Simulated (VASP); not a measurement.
# Zn2CdSe3 (P3m1) in VASP: relaxation of cell and atoms with PBE

Aim: the relaxation of cell and atoms of Zn2CdSe3 with PBE.

Everything below comes from runs of VASP 6.6.1. Logs are shortened: lines on timing, memory, paths and dates and some standing lists are left out, and cuts for length are marked.

**1. The cell of the first run**

Symmetry: P3m1, No. 156, trigonal system. The conventional cell has a = 4.155 Å, b = 4.155 Å, c = 10.256 Å, α = 90.00°, β = 90.00°, γ = 120.00°. Within 3.3 Å of Zn (site symmetry 3m) lie 4 Se at 2.48 to 2.52 Å. Zn (site symmetry 3m) has 4 Se at 2.48 to 2.52 Å within 3.3 Å. Within 3.5 Å of Cd (site symmetry 3m) lie 4 Se at 2.63 to 2.67 Å. Within 3.3 Å of Se (site symmetry 3m) lie 4 Zn at 2.48 to 2.52 Å. Se (site symmetry 3m) has 1 Zn at 2.48 Å and 3 Cd at 2.63 Å within 3.3 Å. Within 3.3 Å of Se (site symmetry 3m) lie 3 Zn at 2.52 Å and 1 Cd at 2.67 Å.

**2. Relaxation of cell and atoms, PBE**

Contents of INCAR:

```
PREC     = Accurate       # precision mode
ENCUT    = 600            # plane-wave cutoff, eV
EDIFF    = 1E-7           # SCF threshold, eV
ISMEAR   = 0              # smearing method
SIGMA    = 0.02           # smearing width, eV
LREAL    = False          # projectors in reciprocal space
LASPH    = True           # aspherical terms in the spheres
NELM     = 80             # most SCF steps
ALGO     = Normal         # electronic algorithm
ISIF     = 3              # what is computed and relaxed
LWAVE    = False          # write WAVECAR
LCHARG   = False          # write CHGCAR
GGA      = PE             # functional
IBRION   = 2              # ionic algorithm
NSW      = 100            # ionic steps
EDIFFG   = -0.01          # ionic threshold
```

Contents of KPOINTS:

```
Automatic mesh
0
Gamma
  6 6 4
```

Contents of POSCAR:

```
Zn2CdSe3
1.0
    4.1545905805      0.0000000000      0.0000000000
   -2.0772952902      3.5979809850      0.0000000000
    0.0000000000      0.0000000000     10.2564617252
Zn Cd Se
2 1 3
Direct
    0.0000000000      0.0000000000      0.0073486427
    0.6666666667      0.3333333333      0.3250097975
    0.3333333333      0.6666666667      0.6705969023
    0.0000000000      0.0000000000      0.2495774047
    0.6666666667      0.3333333333      0.5664066413
    0.3333333333      0.6666666667      0.9310606115
```

Potentials or basis: VASP PAW PBE potentials, release 64 (Zn, Cd, Se).

Launch:

```sh
> cat potpaw_PBE.64/Zn/POTCAR potpaw_PBE.64/Cd/POTCAR potpaw_PBE.64/Se/POTCAR > POTCAR
> mpirun -np 1 vasp_std > vasp.out
```

OUTCAR:

```text
PREC = Accurate
   ENCUT = 600
   EDIFF = 1E-7
   ISMEAR = 0
   LREAL = False
   LASPH = True
   NELM = 80
   ISIF = 3
   GGA = PE
   IBRION = 2
   NSW = 100
   EDIFFG = -0.01

 ion  position               nearest neighbor table
   1  0.000  0.000  0.007-   4 2.48   6 2.52   6 2.52   6 2.52
   2  0.667  0.333  0.325-   5 2.48   4 2.52   4 2.52   4 2.52
   3  0.333  0.667  0.671-   5 2.63   5 2.63   5 2.63   6 2.67
   4  0.000  0.000  0.250-   1 2.48   2 2.52   2 2.52   2 2.52
   5  0.667  0.333  0.566-   2 2.48   3 2.63   3 2.63   3 2.63
   6  0.333  0.667  0.931-   1 2.52   1 2.52   1 2.52   3 2.67

  LATTYP: Found a hexagonal cell.
 ALAT       =     4.1545905805
 C/A-ratio  =     2.4687057669

  Lattice vectors:

 A1 = (   4.1545905805,   0.0000000000,   0.0000000000)
 A2 = (  -2.0772952902,   3.5979809850,   0.0000000000)
 A3 = (   0.0000000000,   0.0000000000,  10.2564617252)

Analysis of symmetry for initial positions (statically):
=====================================================================
 Subroutine PRICEL returns:
 Original cell was already a primitive cell.

 Routine SETGRP: Setting up the symmetry group for a
 hexagonal supercell.

 Subroutine GETGRP returns: Found  6 space group operations
 (whereof  6 operations were pure point group operations)
 out of a pool of 24 trial point group operations.

The static configuration has the point symmetry C_3v.

Analysis of symmetry for dynamics (positions and initial velocities):
=====================================================================
 Subroutine PRICEL returns:
 Original cell was already a primitive cell.

 Routine SETGRP: Setting up the symmetry group for a
 hexagonal supercell.

 Subroutine GETGRP returns: Found  6 space group operations
 (whereof  6 operations were pure point group operations)
 out of a pool of 24 trial point group operations.

The dynamic configuration has the point symmetry C_3v.

 Subroutine INISYM returns: Found  6 space group operations
 (whereof  6 operations are pure point group operations),
 and found     1 'primitive' translations

----------------------------------------------------------------------------------------

                                     Primitive cell

  volume of cell :     153.3150

  direct lattice vectors                    reciprocal lattice vectors
     4.154590580  0.000000000  0.000000000     0.240697604  0.138966827  0.000000000
    -2.077295290  3.597980985  0.000000000     0.000000000  0.277933653  0.000000000
     0.000000000  0.000000000 10.256461725     0.000000000  0.000000000  0.097499511

  length of vectors
     4.154590580  4.154590580 10.256461725     0.277933653  0.277933653  0.097499511

  position of ions in fractional coordinates (direct lattice)
     0.000000000  0.000000000  0.007348643
     0.666666667  0.333333333  0.325009798
     0.333333333  0.666666667  0.670596902
     0.000000000  0.000000000  0.249577405
     0.666666667  0.333333333  0.566406641
     0.333333333  0.666666667  0.931060612

  ion indices of the primitive-cell ions
   primitive index   ion index
                 1           1
                 2           2
                 3           3
                 4           4
                 5           5
                 6           6

----------------------------------------------------------------------------------------

 KPOINTS: Automatic mesh

Automatic generation of k-mesh.
 Grid dimensions read from file:
 generate k-points for:    6    6    4

 Generating k-lattice:

  Cartesian coordinates                     Fractional coordinates (reciprocal lattice)
     0.040116267  0.023161138  0.000000000     0.166666667  0.000000000  0.000000000
     0.000000000  0.046322276  0.000000000     0.000000000  0.166666667  0.000000000
     0.000000000  0.000000000  0.024374878     0.000000000  0.000000000  0.250000000

  Length of vectors
     0.046322276  0.046322276  0.024374878

  Shift w.r.t. Gamma in fractional coordinates (k-lattice)
     0.000000000  0.000000000  0.000000000

[... 35 lines left out ...]
   dimension x,y,z NGXF=    72 NGYF=   72 NGZF=  168
   ions per type =               2   1   3
   NGX,Y,Z   is equivalent  to a cutoff of  14.41, 14.41, 13.62 a.u.
   NGXF,Y,Z  is equivalent  to a cutoff of  28.81, 28.81, 27.23 a.u.
 SYSTEM =  unknown system
   PREC   = accura    normal or accurate (medium, high low for compatibility)
   ISTART =      0    job   : 0-new  1-cont  2-samecut
   ICHARG =      2    charge: 1-file 2-atom 10-const
   ISPIN  =      1    spin polarized calculation?
   LNONCOLLINEAR =      F non collinear calculations
   LSORBIT =      F    spin-orbit coupling
   LASPH  =      T    aspherical Exc in radial PAW
   ENCUT  =  600.0 eV  44.10 Ry    6.64 a.u.   8.30  8.30 20.48*2*pi/ulx,y,z
   NELM   =     80;   NELMIN=  2; NELMDL= -5     # of ELM steps
   EDIFF  = 0.1E-06   stopping-criterion for ELM
   LREAL  =      F    real-space projection
   EDIFFG = -.1E-01   stopping-criterion for IOM
   NSW    =    100    number of steps for IOM
   IBRION =      2    ionic relax: 0-MD 1-quasi-New 2-CG
   NFREE  =      1    steps in history (QN), initial steepest desc. (CG)
   ISIF   =      3    stress and relaxation
   ISYM   =      2    0-nonsym 1-usesym 2-fastsym
   POTIM  = 0.5000    time-step for ionic-motion
   TEBEG  =    0.0;   TEEND  =   0.0 temperature during run
   PSTRESS=    0.0 pullay stress
   NELECT =      54.0000    total number of electrons
   NUPDOWN=      -1.0000    fix difference up-down
   EMIN   =  10.00;   EMAX   =-10.00  energy-range for DOS
   EFERMI =   0.00;   METHOD = LEGACY
   ISMEAR =     0;   SIGMA  =   0.02  broadening in eV -4-tet -1-fermi 0-gaus
   EFERMI_NEDOS =   21; number of points for ismear=-14 and -15
   IALGO  =     38    algorithm
   IMIX   =      4    mixing-type and parameters
     AMIX     =   0.40;   BMIX     =  1.00
     AMIX_MAG =   1.60;   BMIX_MAG =  1.00
  volume/ion in A,a.u.               =      25.55       172.44
  Fermi-wavevector in a.u.,A,eV,Ry     =   1.156142  2.184792 18.186424  1.336664
  Thomas-Fermi vector in A             =   2.292765
   LORBIT       =      0    0 simple, 1 ext, 2 COOP (PROOUT), +10 PAW based schemes
   GGA     = PE    functional components
   LHFCALC =     F    Hartree Fock is set to
   AEXX    =    0.0000 exact exchange contribution
   IVDW    =     0    specifies the selected vdW correction
   LEPSILON=     F    determine dielectric tensor
   LRPA    =     F    only Hartree local field effects (RPA)
 conjugate gradient relaxation of ions
 non-spin polarized calculation
 Gauss-broadening in eV      SIGMA  =   0.02
  energy-cutoff  :      600.00
  volume of cell :      153.32
 maximum number of plane-waves:      5146
 NGX is ok and might be reduce to    36
   NGX = 17   NGY = 17   NGZ = 41

--------------------------------------- Ionic step        1  -------------------------------------------

 number of electron      54.0000015 magnetization

 Free energy of the ion-electron system (eV)
  ---------------------------------------------------
  ext. energy  EPLUGINS =         0.00000000
  ---------------------------------------------------
  free energy    TOTEN  =       -17.42663929 eV

  energy without entropy =      -17.42663929  energy(sigma->0) =      -17.42663929

------------------------ aborting loop because EDIFF is reached ----------------------------------------

  FORCE on cell =-STRESS in cart. coord.  units (eV):
  Direction    XX          YY          ZZ          XY          YZ          ZX
  --------------------------------------------------------------------------------------
  -------------------------------------------------------------------------------------
  Total        0.1753588      0.1753588      0.0982740      0.0000000      0.0000000      0.0000000
  in kB        1.8325404      1.8325404      1.0269863      0.0000000      0.0000000      0.0000000
  external PRESSURE =       1.5640224 kB  Pullay stress =       0.0000000 kB

 VOLUME and BASIS-vectors are now :
 -----------------------------------------------------------------------------
  energy-cutoff  :      600.00
  volume of cell :      153.32
      direct lattice vectors                 reciprocal lattice vectors
     4.154590580  0.000000000  0.000000000     0.240697604  0.138966827  0.000000000
    -2.077295290  3.597980985  0.000000000     0.000000000  0.277933653  0.000000000
     0.000000000  0.000000000 10.256461725     0.000000000  0.000000000  0.097499511

 POSITION                                       TOTAL-FORCE (eV/Angst)
 -----------------------------------------------------------------------------------
      0.00000      0.00000      0.07537         0.000000      0.000000      0.009773
      2.07730      1.19933      3.33345        -0.000000      0.000000      0.006731
     -0.00000      2.39865      6.87795         0.000000      0.000000      0.029022
      0.00000      0.00000      2.55978         0.000000      0.000000     -0.007588
      2.07730      1.19933      5.80933         0.000000     -0.000000     -0.033352
     -0.00000      2.39865      9.54939         0.000000     -0.000000     -0.004586
 -----------------------------------------------------------------------------------
    total drift:                               -0.000000     -0.000000      0.000275

  FREE ENERGIE OF THE ION-ELECTRON SYSTEM (eV)
  ---------------------------------------------------
  free  energy   TOTEN  =       -17.4266392860 eV

  energy  without entropy=      -17.4266392860  energy(sigma->0) =      -17.42663929

--------------------------------------- Ionic step        2  -------------------------------------------

 number of electron      54.0000011 magnetization

 Free energy of the ion-electron system (eV)
  ---------------------------------------------------
  ext. energy  EPLUGINS =         0.00000000
  ---------------------------------------------------
  free energy    TOTEN  =       -17.42692218 eV

  energy without entropy =      -17.42692218  energy(sigma->0) =      -17.42692218

 E-fermi :   1.2532     XC(G=0):  -8.9676

 val. band max:        1.1206506355   @ k =   0.0000   0.0000   0.0000
 cond. band min:       1.8075126383   @ k =   0.0000   0.0000   0.0000
 fundamental gap:      0.6868620028
 Fermi energy:         1.2532019911

 k-point     1 :       0.0000    0.0000    0.0000
  band No.  band energies     occupation
      1     -11.7778      2.00000
      2     -11.3759      2.00000
      3     -11.2056      2.00000
      4      -6.7556      2.00000
      5      -6.7556      2.00000
      6      -6.6355      2.00000
[... 829 lines left out ...]
     31       6.1236      0.00000
     32       6.4355      0.00000

------------------------ aborting loop because EDIFF is reached ----------------------------------------

  FORCE on cell =-STRESS in cart. coord.  units (eV):
  Direction    XX          YY          ZZ          XY          YZ          ZX
  --------------------------------------------------------------------------------------
  -------------------------------------------------------------------------------------
  Total       -0.0381159     -0.0381159     -0.0293028     -0.0000000     -0.0000000      0.0000000
  in kB       -0.3968860     -0.3968860     -0.3051184     -0.0000000     -0.0000000      0.0000000
  external PRESSURE =      -0.3662968 kB  Pullay stress =       0.0000000 kB

 VOLUME and BASIS-vectors are now :
 -----------------------------------------------------------------------------
  energy-cutoff  :      600.00
  volume of cell :      153.87
      direct lattice vectors                 reciprocal lattice vectors
     4.160448398  0.000000000  0.000000000     0.240358708  0.138771165 -0.000000000
    -2.080224199  3.603054004  0.000000000    -0.000000000  0.277542329 -0.000000000
    -0.000000000  0.000000000 10.264566039     0.000000000  0.000000000  0.097422531

 POSITION                                       TOTAL-FORCE (eV/Angst)
 -----------------------------------------------------------------------------------
     -0.00000      0.00000      0.07590        -0.000000      0.000000      0.007071
      2.08022      1.20102      3.33641        -0.000000     -0.000000     -0.000820
     -0.00000      2.40204      6.88479        -0.000000      0.000000      0.005368
     -0.00000      0.00000      2.56144         0.000000     -0.000000     -0.005647
      2.08022      1.20102      5.81231         0.000000     -0.000000     -0.007939
     -0.00000      2.40204      9.55671        -0.000000      0.000000      0.001967
 -----------------------------------------------------------------------------------
    total drift:                               -0.000000     -0.000000      0.000013

  FREE ENERGIE OF THE ION-ELECTRON SYSTEM (eV)
  ---------------------------------------------------
  free  energy   TOTEN  =       -17.4269221770 eV

  energy  without entropy=      -17.4269221770  energy(sigma->0) =      -17.42692218

 reached required accuracy - stopping structural energy minimisation
```

Wall time 5.8 min (1 thread of Intel Xeon Platinum 8488C (Sapphire Rapids), shared host); peak memory 0.42 GiB.

What came out:

```yaml
Free_energy: -17.4269 eV
Relaxed_volume: 25.64 Å³/atom
Relaxed_cell: a = 4.160 Å, b = 4.160 Å, c = 10.265 Å, α = 90.00°, β = 90.00°, γ = 120.00°
Space_group_after_relaxing_to_0.1_Å: P3m1 (No. 156)
Energy_gained_by_relaxing: 0.0 meV/atom
Ionic_steps: 2
Pressure_after_relaxing: 0.0 GPa
Largest_force_after_relaxing: 0.008 eV/Å
Band_gap_on_the_k_mesh: 0.69 eV
```

Forces in eV/Å, atoms in the order of the input:
```
Zn   0.000  0.000  0.007
Zn   0.000  0.000 -0.001
Cd   0.000  0.000  0.005
Se   0.000  0.000 -0.006
Se   0.000  0.000 -0.008
Se   0.000  0.000  0.002
```

Step by step:
```
step  energy change (eV)  largest force (eV/Å)  pressure (GPa)  volume (Å³)
   1              0.0000                0.0334            0.16       153.32
   2             -0.0003                0.0079           -0.04       153.87
```

Final structure:
```xyz
6
Lattice="4.1604 0.0000 0.0000 -2.0802 3.6031 0.0000 0.0000 0.0000 10.2646" Properties=species:S:1:pos:R:3 pbc="T T T"
Zn    0.0000    0.0000    0.0759
Zn    2.0802    1.2010    3.3364
Cd    0.0000    2.4020    6.8848
Se    0.0000    0.0000    2.5614
Se    2.0802    1.2010    5.8123
Se    0.0000    2.4020    9.5567
```

Caveat: semilocal functionals underestimate gaps, and a narrow one can read as zero.
